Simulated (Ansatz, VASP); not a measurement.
One calculation of Tl, two programs

INCAR

```
PREC     = Accurate       # precision mode
ENCUT    = 520            # plane-wave cutoff, eV
EDIFF    = 1E-7           # SCF threshold, eV
ISMEAR   = -1             # smearing method
SIGMA    = 0.1            # smearing width, eV
LREAL    = F              # projectors in reciprocal space
LASPH    = T              # aspherical terms in the spheres
NELM     = 60             # most SCF steps
ALGO     = Normal         # electronic algorithm
ISIF     = 2              # what is computed and relaxed
LWAVE    = F              # write WAVECAR
LCHARG   = F              # write CHGCAR
GGA      = CA             # functional
NBANDS   = 12             # bands
```

The input KPOINTS:

```
regular mesh
0
Gamma
  14 14 14
```

POSCAR

```
Tl
1.0
   -1.5049466322      1.5049466322      1.5049466322
    1.5049466322     -1.5049466322      1.5049466322
    1.5049466322      1.5049466322     -1.5049466322
Tl
1
Direct
    0.0000000000      0.0000000000      0.0000000000
```

Input for Ansatz:

```yaml
crystal:
  lattice:
    - [-1.5049466322, 1.5049466322, 1.5049466322]
    - [1.5049466322, -1.5049466322, 1.5049466322]
    - [1.5049466322, 1.5049466322, -1.5049466322]
  atoms:
    - { symbol: Tl, position: [0.0, 0.0, 0.0] }
kpoints:
  mp_grid: { grid: [14, 14, 14] }
scf:
  occupations: { method: fermi_dirac, width: 0.1 }
hamiltonian:
  xc: lda
  pseudopotentials: { kind: all_electron, lapw: { basis_error: 0.001 } }
output:
  forces: true
  stress: true
  eigenvalues: true
  populations: true
```

Change from the starting cell: volume scaled by 0.5, LAPW.

Alike in both runs: task single point; functional LDA; k mesh 14 × 14 × 14; occupations fermi-dirac, width 0.1 eV; no spin polarisation.

```csv
,VASP,Ansatz
version,VASP 6.6.1,Ansatz 0.2.0
potentials or method,"VASP PAW LDA potentials, release 64 (Tl_d), cutoff 520 eV","all-electron LAPW, scalar-relativistic"
```

```csv
,VASP,Ansatz,Ansatz less VASP
pressure (GPa),200.4,197.7,-2.74
```

LDA's correlation is that of Perdew and Zunger in VASP and of Perdew and Wang (1992) in Ansatz. Both programs put the cell under a high pressure, so it lies far from rest at this level. Ansatz ran all-electron here, and VASP with PAW potentials.

Spin-orbit coupling is off throughout. Noted on VASP's run: the cell as given lies far from equilibrium.
